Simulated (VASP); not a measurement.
Write the native input for VASP 6.6.1 that does the following.

* Task: relaxation of cell and atoms
* Functional: PBE
* Potentials or basis: VASP PAW PBE potentials, release 64 (La)
* Cutoff: 600 eV
* k mesh: 13 × 13 × 7
* Occupations: fermi-dirac, width 0.05 eV
* Spin: no spin polarisation
* Dipole correction: no
* Further INCAR settings: ALGO = Normal; EDIFF = 1e-06; IBRION = 2; EDIFFG = -0.005; NSW = 45; ISIF = 3

The structure of La lies in POSCAR:

```
La
1.0
    3.7723445451      0.0000000000      0.0000000000
   -1.8861722725      3.2669462079      0.0000000000
    0.0000000000      0.0000000000      6.1014242408
La
2
Direct
    0.3333333333      0.6666666667      0.2500000000
    0.6666666667      0.3333333333      0.7500000000
```

One way to write it, as run:

INCAR

```
PREC = Accurate
ENCUT = 600
EDIFF = 1E-6
ISMEAR = -1
SIGMA = 0.05
LREAL = F
LASPH = T
NELM = 80
ALGO = Normal
ISIF = 3
LWAVE = F
LCHARG = F
GGA = PE
IBRION = 2
NSW = 45
EDIFFG = -0.005
```

KPOINTS

```
Automatic mesh
0
Gamma
  13 13 7
```

Potentials or basis: VASP PAW PBE potentials, release 64 (La).

Command:

```sh
$ cat potpaw_PBE.64/La/POTCAR > POTCAR
$ mpirun -np 1 vasp_std > vasp.out
```

It gave:

- Relaxed volume: 37.70 Å³/atom
- Relaxed cell: a = 3.776 Å, b = 3.776 Å, c = 6.106 Å, α = 90.00°, β = 90.00°, γ = 120.00°
- Space group after relaxing (to 0.1 Å): P6_3/mmc (No. 194)
- Energy gained by relaxing: 0.0 meV/atom
- Ionic steps: 6
- Pressure after relaxing: 0.0 GPa
- Band gap on the k mesh: zero (bands 11 and 12 overlap by 1.31 eV)

Caveat: spin-orbit coupling is left out, which moves the levels of the heavy elements.

It took 3.2 min on 1 thread of Intel(R) Xeon(R) Platinum 8488C (Sapphire Rapids), with other jobs on the host, peak memory 0.29 GiB.
